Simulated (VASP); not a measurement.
Here is a VASP 6.6.1 calculation.

INCAR

```
  PREC = Accurate
  ENCUT = 520
  EDIFF = 1E-6
  ISMEAR = -1
  SIGMA = 0.05
  LREAL = False
  LASPH = True
  NELM = 150
  ALGO = Fast
  ISIF = 2
  LWAVE = False
  LCHARG = True
  ISPIN = 2
  MAGMOM = 1 1
  LORBIT = 11
  LMAXMIX = 4
  LELF = True
  LVHAR = True
  NBANDS = 21
```

Contents of KPOINTS:

```
Automatic mesh
0
Gamma
  12 12 7
```

File POSCAR:

```
Ni
1.0
    2.4802374197      0.0000000000      0.0000000000
   -1.2401187098      2.1479486129      0.0000000000
    0.0000000000      0.0000000000      4.1264032895
Ni
2
Direct
    0.6666666667      0.3333333333      0.7500000000
    0.3333333333      0.6666666667      0.2500000000
```

Potentials or basis: VASP PAW LDA potentials, release 64 (Ni).

Launch:

```bash
$ cat potpaw_LDA.64/Ni/POTCAR > POTCAR
$ mpirun -np 1 vasp_std > vasp.out
```

Question: Predict the site moments.

Answer: Ni +0.61 μB.

Question: Estimate the net moment.

Answer: 1.21 μB per cell.

Question: Estimate the pressure.

Answer: -17.8 GPa.

Stress tensor (GPa, compression positive):
```
-16.77   0.00   0.00
  0.00 -16.77   0.00
  0.00   0.00 -19.73
```

Caveat: the cell stands under tension.
